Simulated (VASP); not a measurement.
Input of a VASP 6.6.1 run:

The input INCAR:

```
ALGO = Fast ; EDIFF = 1E-6
ENCUT = 520 ; GGA = PS
ISIF = 2 ; ISMEAR = 0
LASPH = T ; LCHARG = T
LELF = T ; LREAL = F
LVHAR = T ; LWAVE = F
NBANDS = 14 ; NELM = 80
PREC = Accurate ; SIGMA = 0.1
```

File KPOINTS:

```
k-points
0
Gamma
  14 14 14
```

The input POSCAR:

```
Bi
1.0
    0.0000000000      2.4740706562      2.4740706562
    2.4740706562      0.0000000000      2.4740706562
    2.4740706562      2.4740706562      0.0000000000
Bi
1
Direct
    0.0000000000      0.0000000000      0.0000000000
```

Potentials or basis: VASP PAW PBE potentials, release 64 (Bi_d).

Command:

```bash
$ cat potpaw_PBE.64/Bi_d/POTCAR > POTCAR
$ mpirun -np 1 vasp_std > vasp.out
```

Problem. Estimate the pressure.

Solution. -0.1 GPa.

Caveat: the PAW data sets were made with another functional, which shifts forces and pressure a little.
